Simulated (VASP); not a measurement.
# BC7 (P-4m2) in VASP: notebook

The runs below take BC7 through single point, relaxation of volume and atoms at fixed shape, with PBE.

Program: VASP 6.6.1. These are calculated values, not measurements. Logs are shortened: lines on timing, memory, paths and dates and some standing lists are left out, and cuts for length are marked.

## Step 1: The cell of the first run

Symmetry: P-4m2, No. 115, tetragonal system. The conventional cell has a = 2.517 Å, b = 2.517 Å, c = 7.489 Å, α = 90.00°, β = 90.00°, γ = 90.00°. Within 2.2 Å of B (site symmetry -4m2) lie 4 C at 1.65 Å. C (site symmetry -4m2) has 4 C at 1.54 Å within 2.1 Å. Within 2.1 Å of C (site symmetry 2mm) lie 4 C at 1.54 to 1.56 Å. C (site symmetry 2mm) has 2 C at 1.53 Å and 2 B at 1.65 Å within 2.0 Å. C (site symmetry 2mm) has 4 C at 1.53 to 1.56 Å within 2.0 Å.

## Step 2: Single point, PBE

INCAR reads:

```
ALGO = Normal
EDIFF = 1E-7
ENCUT = 520
GGA = PE
ISIF = 2
ISMEAR = -1
LASPH = True
LCHARG = True
LELF = True
LREAL = False
LVHAR = True
LWAVE = False
NBANDS = 26
NELM = 60
PREC = Accurate
SIGMA = 0.05
```

KPOINTS reads:

```
k-points
0
Gamma
  10 10 4
```

POSCAR reads:

```
BC7
1.0
    2.5166195809      0.0000000000      0.0000000000
    0.0000000000      2.5166195809      0.0000000000
    0.0000000000      0.0000000000      7.4891068775
B C
1 7
Direct
    0.0000000000      0.0000000000      0.5000000000
    0.0000000000      0.0000000000      0.0000000000
    0.0000000000      0.5000000000      0.1190258382
    0.5000000000      0.0000000000      0.8809741618
    0.0000000000      0.5000000000      0.6426904532
    0.5000000000      0.0000000000      0.3573095468
    0.5000000000      0.5000000000      0.2418576657
    0.5000000000      0.5000000000      0.7581423343
```

Potentials or basis: VASP PAW PBE potentials, release 64 (B, C).

Started as:

```
$ cat potpaw_PBE.64/B/POTCAR potpaw_PBE.64/C/POTCAR > POTCAR
$ mpirun -np 1 vasp_std > vasp.out
```

OUTCAR:

```text
EDIFF = 1E-7
   ENCUT = 520
   GGA = PE
   ISIF = 2
   ISMEAR = -1
   LASPH = True
   LREAL = False
   NELM = 60
   PREC = Accurate

 ion  position               nearest neighbor table
   1  0.000  0.000  0.500-   5 1.65   6 1.65   5 1.65   6 1.65
   2  0.000  0.000  0.000-   3 1.54   4 1.54   3 1.54   4 1.54
   3  0.000  0.500  0.119-   2 1.54   2 1.54   7 1.56   7 1.56
   4  0.500  0.000  0.881-   2 1.54   2 1.54   8 1.56   8 1.56
   5  0.000  0.500  0.643-   8 1.53   8 1.53   1 1.65   1 1.65
   6  0.500  0.000  0.357-   7 1.53   7 1.53   1 1.65   1 1.65
   7  0.500  0.500  0.242-   6 1.53   6 1.53   3 1.56   3 1.56
   8  0.500  0.500  0.758-   5 1.53   5 1.53   4 1.56   4 1.56

  LATTYP: Found a simple tetragonal cell.
 ALAT       =     2.5166195809
 C/A-ratio  =     2.9758597344

  Lattice vectors:

 A1 = (   2.5166195809,   0.0000000000,   0.0000000000)
 A2 = (   0.0000000000,   2.5166195809,   0.0000000000)
 A3 = (   0.0000000000,   0.0000000000,   7.4891068775)

Analysis of symmetry for initial positions (statically):
=====================================================================
 Subroutine PRICEL returns:
 Original cell was already a primitive cell.

 Routine SETGRP: Setting up the symmetry group for a
 simple tetragonal supercell.

 Subroutine GETGRP returns: Found  8 space group operations
 (whereof  8 operations were pure point group operations)
 out of a pool of 16 trial point group operations.

The static configuration has the point symmetry D_2d.

Analysis of symmetry for dynamics (positions and initial velocities):
=====================================================================
 Subroutine PRICEL returns:
 Original cell was already a primitive cell.

 Routine SETGRP: Setting up the symmetry group for a
 simple tetragonal supercell.

 Subroutine GETGRP returns: Found  8 space group operations
 (whereof  8 operations were pure point group operations)
 out of a pool of 16 trial point group operations.

The dynamic configuration has the point symmetry D_2d.

 Subroutine INISYM returns: Found  8 space group operations
 (whereof  8 operations are pure point group operations),
 and found     1 'primitive' translations

----------------------------------------------------------------------------------------

                                     Primitive cell

  volume of cell :      47.4313

  direct lattice vectors                    reciprocal lattice vectors
     2.516619581  0.000000000  0.000000000     0.397358428  0.000000000  0.000000000
     0.000000000  2.516619581  0.000000000     0.000000000  0.397358428  0.000000000
     0.000000000  0.000000000  7.489106878     0.000000000  0.000000000  0.133527271

  length of vectors
     2.516619581  2.516619581  7.489106878     0.397358428  0.397358428  0.133527271

  position of ions in fractional coordinates (direct lattice)
     0.000000000  0.000000000  0.500000000
     0.000000000  0.000000000  0.000000000
     0.000000000  0.500000000  0.119025838
     0.500000000  0.000000000  0.880974162
     0.000000000  0.500000000  0.642690453
     0.500000000  0.000000000  0.357309547
     0.500000000  0.500000000  0.241857666
     0.500000000  0.500000000  0.758142334

  ion indices of the primitive-cell ions
   primitive index   ion index
                 1           1
                 2           2
                 3           3
                 4           4
                 5           5
                 6           6
                 7           7
                 8           8

----------------------------------------------------------------------------------------

 KPOINTS: k-points

Automatic generation of k-mesh.
 Grid dimensions read from file:
 generate k-points for:   10   10    4

 Generating k-lattice:

  Cartesian coordinates                     Fractional coordinates (reciprocal lattice)
     0.039735843  0.000000000  0.000000000     0.100000000  0.000000000  0.000000000
     0.000000000  0.039735843  0.000000000     0.000000000  0.100000000  0.000000000
     0.000000000  0.000000000  0.033381818     0.000000000  0.000000000  0.250000000

  Length of vectors
     0.039735843  0.039735843  0.033381818

  Shift w.r.t. Gamma in fractional coordinates (k-lattice)
     0.000000000  0.000000000  0.000000000

 Subroutine IBZKPT returns following result:
 ===========================================

 Found     63 irreducible k-points:

 Following reciprocal coordinates:
            Coordinates               Weight
  0.000000  0.000000  0.000000      1.000000
  0.100000  0.000000  0.000000      4.000000
  0.200000  0.000000  0.000000      4.000000
  0.300000  0.000000  0.000000      4.000000
  0.400000  0.000000  0.000000      4.000000
  0.500000  0.000000  0.000000      2.000000
[... 16 lines left out ...]
  0.100000  0.000000  0.250000      8.000000
  0.200000  0.000000  0.250000      8.000000
 [... further k-points ...]
   k-points           NKPTS =     63   k-points in BZ     NKDIM =     63   number of bands    NBANDS=     26
   number of dos      NEDOS =    301   number of ions     NIONS =      8
   total plane-waves  NPLWV =  22400
   dimension x,y,z NGX =    20 NGY =   20 NGZ =   56
   dimension x,y,z NGXF=    40 NGYF=   40 NGZF=  112
   ions per type =               1   7
   NGX,Y,Z   is equivalent  to a cutoff of  13.21, 13.21, 12.43 a.u.
   NGXF,Y,Z  is equivalent  to a cutoff of  26.42, 26.42, 24.86 a.u.
 SYSTEM =  unknown system
   PREC   = accura    normal or accurate (medium, high low for compatibility)
   ISTART =      0    job   : 0-new  1-cont  2-samecut
   ICHARG =      2    charge: 1-file 2-atom 10-const
   ISPIN  =      1    spin polarized calculation?
   LNONCOLLINEAR =      F non collinear calculations
   LSORBIT =      F    spin-orbit coupling
   LASPH  =      T    aspherical Exc in radial PAW
   ENCUT  =  520.0 eV  38.22 Ry    6.18 a.u.   4.68  4.68 13.92*2*pi/ulx,y,z
   NELM   =     60;   NELMIN=  2; NELMDL= -5     # of ELM steps
   EDIFF  = 0.1E-06   stopping-criterion for ELM
   LREAL  =      F    real-space projection
   EDIFFG = 0.1E-05   stopping-criterion for IOM
   NSW    =      0    number of steps for IOM
   IBRION =     -1    ionic relax: 0-MD 1-quasi-New 2-CG
   NFREE  =      0    steps in history (QN), initial steepest desc. (CG)
   ISIF   =      2    stress and relaxation
   ISYM   =      2    0-nonsym 1-usesym 2-fastsym
   POTIM  = 0.5000    time-step for ionic-motion
   TEBEG  =    0.0;   TEEND  =   0.0 temperature during run
   PSTRESS=    0.0 pullay stress
   NELECT =      31.0000    total number of electrons
   NUPDOWN=      -1.0000    fix difference up-down
   EMIN   =  10.00;   EMAX   =-10.00  energy-range for DOS
   EFERMI =   0.00;   METHOD = LEGACY
   ISMEAR =    -1;   SIGMA  =   0.05  broadening in eV -4-tet -1-fermi 0-gaus
   EFERMI_NEDOS =   21; number of points for ismear=-14 and -15
   IALGO  =     38    algorithm
   IMIX   =      4    mixing-type and parameters
     AMIX     =   0.40;   BMIX     =  1.00
     AMIX_MAG =   1.60;   BMIX_MAG =  1.00
  volume/ion in A,a.u.               =       5.93        40.01
  Fermi-wavevector in a.u.,A,eV,Ry     =   1.420715  2.684762 27.462427  2.018431
  Thomas-Fermi vector in A             =   2.541601
   LORBIT       =      0    0 simple, 1 ext, 2 COOP (PROOUT), +10 PAW based schemes
   GGA     = PE    functional components
   LHFCALC =     F    Hartree Fock is set to
   AEXX    =    0.0000 exact exchange contribution
   IVDW    =     0    specifies the selected vdW correction
   LEPSILON=     F    determine dielectric tensor
   LRPA    =     F    only Hartree local field effects (RPA)
 non-spin polarized calculation
  energy-cutoff  :      520.00
  volume of cell :       47.43
 maximum number of plane-waves:      1303
 NGX is ok and might be reduce to    20
   NGX =  9   NGY =  9   NGZ = 27

 number of electron      31.0000004 magnetization

 Free energy of the ion-electron system (eV)
  ---------------------------------------------------
  ext. energy  EPLUGINS =         0.00000000
  ---------------------------------------------------
  free energy    TOTEN  =       -69.69782048 eV

  energy without entropy =      -69.68617275  energy(sigma->0) =      -69.69199662

 E-fermi :   8.8831     XC(G=0): -12.9786

 val. band max:        8.8760963816   @ k =   0.4000   0.1000   0.5000
 cond. band min:       8.8866407409   @ k =   0.4000   0.1000   0.2500
 fundamental gap:      0.0105443594
 Fermi energy:         8.8831495728

 k-point     1 :       0.0000    0.0000    0.0000
  band No.  band energies     occupation
      1     -12.1502      2.00000
      2     -10.1862      2.00000
      3      -8.5910      2.00000
      4      -3.8073      2.00000
      5      -2.7668      2.00000
      6       3.0509      2.00000
[... 18 lines left out ...]
     25      19.8288      0.00000
     26      20.4705      0.00000

 k-point     2 :       0.1000    0.0000    0.0000
  band No.  band energies     occupation
      1     -11.9660      2.00000
      2     -10.0075      2.00000
      3      -8.4168      2.00000
      4      -3.6855      2.00000
      5      -2.6383      2.00000
      6       2.0892      2.00000
[... 18 lines left out ...]
     25      20.0292      0.00000
     26      20.2372      0.00000

 k-point     3 :       0.2000    0.0000    0.0000
  band No.  band energies     occupation
      1     -11.4160      2.00000
      2      -9.4764      2.00000
      3      -7.9033      2.00000
      4      -3.4457      2.00000
      5      -2.3158      2.00000
      6       0.3574      2.00000
[... 572 lines left out ...]
 k-point    23 :       0.1000    0.0000    0.2500
  band No.  band energies     occupation
      1     -11.9238      2.00000
      2     -10.2548      2.00000
      3      -7.9237      2.00000
      4      -4.8465      2.00000
      5      -1.3005      2.00000
      6       1.9083      2.00000
[... 18 lines left out ...]
     25      18.7508      0.00000
     26      18.8746      0.00000

 k-point    24 :       0.2000    0.0000    0.2500
  band No.  band energies     occupation
      1     -11.3741      2.00000
      2      -9.7200      2.00000
      3      -7.4237      2.00000
      4      -4.4420      2.00000
      5      -1.4072      2.00000
      6       0.3314      2.00000
[... 18 lines left out ...]
     25      19.0255      0.00000
     26      20.6623      0.00000

 [... further k-points ...]

------------------------ aborting loop because EDIFF is reached ----------------------------------------

  FORCE on cell =-STRESS in cart. coord.  units (eV):
  Direction    XX          YY          ZZ          XY          YZ          ZX
  --------------------------------------------------------------------------------------
  -------------------------------------------------------------------------------------
  Total        0.2315631      0.2315631     -0.0052021      0.0000000      0.0000000      0.0000000
  in kB        7.8219450      7.8219450     -0.1757218      0.0000000      0.0000000      0.0000000
  external PRESSURE =       5.1560561 kB  Pullay stress =       0.0000000 kB

 VOLUME and BASIS-vectors are now :
 -----------------------------------------------------------------------------
  energy-cutoff  :      520.00
  volume of cell :       47.43
      direct lattice vectors                 reciprocal lattice vectors
     2.516619581  0.000000000  0.000000000     0.397358428  0.000000000  0.000000000
     0.000000000  2.516619581  0.000000000     0.000000000  0.397358428  0.000000000
     0.000000000  0.000000000  7.489106878     0.000000000  0.000000000  0.133527271

 POSITION                                       TOTAL-FORCE (eV/Angst)
 -----------------------------------------------------------------------------------
      0.00000      0.00000      3.74455         0.000000     -0.000000     -0.000000
      0.00000      0.00000      0.00000         0.000000     -0.000000     -0.000000
      0.00000      1.25831      0.89140         0.000000     -0.000000      0.001191
      1.25831      0.00000      6.59771         0.000000      0.000000     -0.001191
      0.00000      1.25831      4.81318         0.000000      0.000000     -0.022788
      1.25831      0.00000      2.67593         0.000000     -0.000000      0.022788
      1.25831      1.25831      1.81130         0.000000     -0.000000     -0.004770
      1.25831      1.25831      5.67781         0.000000     -0.000000      0.004770
 -----------------------------------------------------------------------------------
    total drift:                                0.000000      0.000000      0.000000

  FREE ENERGIE OF THE ION-ELECTRON SYSTEM (eV)
  ---------------------------------------------------
  free  energy   TOTEN  =       -69.6978204818 eV

  energy  without entropy=      -69.6861727519  energy(sigma->0) =      -69.69199662
```

Run time: 69 s. Hardware: 1 thread of Intel Xeon 8259CL, shared host; peak memory 0.19 GiB.

Results:

```
Free energy            : -69.6978 eV
Pressure               : 0.5 GPa
Largest force          : 0.023 eV/Å
Band gap on the k mesh : zero (an odd number of electrons rules out a gap without spin polarisation)
```

Forces on the atoms (eV/Å):
```
B    0.000  0.000  0.000
C    0.000  0.000  0.000
C    0.000  0.000  0.001
C    0.000  0.000 -0.001
C    0.000  0.000 -0.023
C    0.000  0.000  0.023
C    0.000  0.000 -0.005
C    0.000  0.000  0.005
```

Stress tensor (GPa, compression positive):
```
 0.78  0.00  0.00
 0.00  0.78  0.00
 0.00  0.00 -0.02
```

Levels at points of the mesh, in eV from the Fermi level:
| k point | band 12 | band 13 | band 14 | band 15 | band 16 | band 17 | band 18 | band 19 | band 20 | band 21 |
| --- | --- | --- | --- | --- | --- | --- | --- | --- | --- | --- |
| (0.00, 0.00, 0.00) | -2.48 | -2.48 | 0.02 | 1.35 | 1.35 | 4.60 | 4.65 | 5.40 | 6.08 | 6.08 |
| (0.50, 0.00, 0.00) | -2.82 | -2.66 | -2.66 | -2.44 | 0.79 | 7.39 | 8.13 | 8.35 | 8.46 | 8.68 |
| (0.50, 0.50, 0.00) | -7.01 | -6.38 | -5.33 | -5.33 | -4.86 | 4.53 | 4.53 | 4.89 | 5.64 | 9.94 |
| (0.00, 0.00, 0.50) | -1.78 | -1.40 | -1.17 | 0.57 | 0.57 | 4.57 | 4.59 | 5.51 | 6.37 | 8.00 |
| (0.50, 0.00, 0.50) | -3.76 | -3.06 | -2.79 | -2.70 | 0.78 | 8.00 | 8.13 | 8.49 | 8.87 | 9.11 |
| (0.50, 0.50, 0.50) | -6.92 | -6.34 | -5.69 | -5.69 | -5.35 | 6.11 | 6.11 | 6.35 | 6.85 | 6.85 |

## Step 3: Relaxation of volume and atoms at fixed shape, PBE

This run uses another cell than the first one, of 5.94 Å³/atom.

INCAR reads:

```
SYSTEM = BC7
PREC = Accurate ; ENCUT = 600
EDIFF = 1E-6 ; ISMEAR = -1
SIGMA = 0.05 ; LREAL = .False.
LASPH = .True. ; NELM = 80
ALGO = Normal ; ISIF = 8
LWAVE = .False. ; LCHARG = .False.
GGA = PE ; IBRION = 2
NSW = 60 ; EDIFFG = -0.01
```

KPOINTS reads:

```
Automatic mesh
0
Gamma
  10 10 4
  0 0 0
```

POSCAR reads:

```
BC7
1.0
    2.5183650000      0.0000000000      0.0000000000
    0.0000000000      2.5183650000      0.0000000000
    0.0000000000      0.0000000000      7.4943010000
B C
1 7
Direct
    0.0000000000      0.0000000000      0.5000000000
    0.0000000000      0.0000000000      0.0000000000
    0.0000000000      0.5000000000      0.1190950000
    0.5000000000      0.0000000000      0.8809050000
    0.0000000000      0.5000000000      0.6423450000
    0.5000000000      0.0000000000      0.3576550000
    0.5000000000      0.5000000000      0.2420770000
    0.5000000000      0.5000000000      0.7579230000
```

Potentials or basis: VASP PAW PBE potentials, release 64 (B, C).

Started as:

```
$ cat potpaw_PBE.64/B/POTCAR potpaw_PBE.64/C/POTCAR > POTCAR
$ mpirun -np 1 vasp_std > vasp.out
```

It took 2.4 min on 1 thread of Intel Xeon 8259CL, shared host; peak memory 0.2 GiB.

The run converged. Its results:

```yaml
Free_energy: -69.7147 eV
Relaxed_volume: 5.93 Å³/atom
Relaxed_cell: a = 2.517 Å, b = 2.517 Å, c = 7.489 Å, α = 90.00°, β = 90.00°, γ = 90.00°
Space_group_after_relaxing_to_0.1_Å: P-4m2 (No. 115)
Energy_gained_by_relaxing: 0.1 meV/atom
Ionic_steps: 6
Pressure_after_relaxing: 0.0 GPa
Largest_force_after_relaxing: 0.005 eV/Å
Band_gap_on_the_k_mesh: zero (an odd number of electrons rules out a gap without spin polarisation)
```

Forces on the atoms (eV/Å):
```
B    0.000  0.000  0.000
C    0.000  0.000  0.000
C    0.000  0.000  0.002
C    0.000  0.000 -0.002
C    0.000  0.000 -0.005
C    0.000  0.000  0.005
C    0.000  0.000 -0.001
C    0.000  0.000  0.001
```

Stress tensor (GPa, compression positive):
```
 0.26  0.00  0.00
 0.00  0.26  0.00
 0.00  0.00 -0.58
```

Step by step:
| step | energy change (eV) | largest force (eV/Å) | pressure (GPa) | volume (Å³) |
| --- | --- | --- | --- | --- |
| 1 | 0.0000 | 0.0662 | -0.90 | 47.53 |
| 2 | 0.0001 | 0.0757 | 1.06 | 47.30 |
| 3 | -0.0004 | 0.0247 | 0.02 | 47.42 |
| 4 | -0.0004 | 0.0192 | 0.09 | 47.41 |
| 5 | -0.0004 | 0.0140 | 0.07 | 47.42 |
| 6 | -0.0005 | 0.0051 | -0.02 | 47.43 |

Final structure:
```yaml
crystal:
  lattice:
    - [2.51659, 0.00000, 0.00000]
    - [0.00000, 2.51659, 0.00000]
    - [0.00000, 0.00000, 7.48901]
  atoms:
    - { symbol: B, position: [0.00000, 0.00000, 0.50000] }
    - { symbol: C, position: [0.00000, 0.00000, 0.00000] }
    - { symbol: C, position: [0.00000, 0.50000, 0.11903] }
    - { symbol: C, position: [0.50000, 0.00000, 0.88097] }
    - { symbol: C, position: [0.00000, 0.50000, 0.64264] }
    - { symbol: C, position: [0.50000, 0.00000, 0.35736] }
    - { symbol: C, position: [0.50000, 0.50000, 0.24187] }
    - { symbol: C, position: [0.50000, 0.50000, 0.75813] }
```

Levels at points of the mesh, in eV from the Fermi level:
```csv
k point,band 14,band 15,band 16,band 17,band 18,band 19
"(0.00, 0.00, 0.00)",0.03,1.35,1.35,4.61,4.65,5.40
"(0.50, 0.00, 0.00)",-2.66,-2.43,0.79,7.39,8.13,8.35
"(0.50, 0.50, 0.00)",-5.33,-5.33,-4.86,4.53,4.53,4.89
"(0.00, 0.00, 0.50)",-1.16,0.57,0.57,4.57,4.59,5.52
"(0.50, 0.00, 0.50)",-2.79,-2.70,0.78,8.01,8.13,8.49
"(0.50, 0.50, 0.50)",-5.69,-5.69,-5.35,6.11,6.11,6.35
```
